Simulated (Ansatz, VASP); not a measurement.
# AlIn7As8: VASP beside Ansatz

```
Al In As
1.0
    -6.03378    0.00000    6.03378
    -6.03378   -6.03378    0.00000
     0.00000   -6.03378    6.03378
Al In As
1 7 8
Direct
  0.00000 0.50000 0.00000
  0.00069 0.99931 0.00069
  0.00069 0.50069 0.49931
  0.00069 0.99931 0.49931
  0.49931 0.50069 0.00069
  0.49931 0.99931 0.00069
  0.49931 0.50069 0.49931
  0.50000 0.00000 0.50000
  0.11989 0.14034 0.11989
  0.11989 0.61989 0.11989
  0.12497 0.12501 0.62501
  0.11989 0.61989 0.64034
  0.62501 0.12501 0.12497
  0.64034 0.61989 0.11989
  0.62501 0.12501 0.62501
  0.62501 0.62497 0.62501
```

Alike in both runs: functional PBEsol; k mesh 6 × 6 × 6; occupations gaussian, width 0.1 eV; no spin polarisation.

Ansatz relaxed the structure, and its values are those at the end. VASP's run is a single point on that final structure, the one shown.

|  | VASP | Ansatz |
| --- | --- | --- |
| version | VASP 6.6.1 | Ansatz 0.2.0 |
| potentials or method | VASP PAW PBE potentials, release 64 (Al, In_d, As), cutoff 520 eV | scalar-relativistic, plane waves, PAW |
| valence electrons in the cell | 134 | 214 |

Ansatz gave:

| Quantity | Value |
| --- | --- |
| gap on the k mesh at the Fermi level (eV) | none |
| pressure (GPa) | 0.0 |
| rms of the force components (eV/Å) | 0.000 |

Problem. What did VASP give for the same quantities?

Solution. gap on the k mesh at the Fermi level (eV): none; pressure (GPa): 0.1; rms of the force components (eV/Å): 0.008.

VASP's potentials were made for PBE, not for PBEsol. A gap of «none» marks a metal or a gap that the smearing closes. VASP's potentials hold 134 valence electrons a cell and Ansatz's 214, so a difference there can come from the potentials and not from the codes.
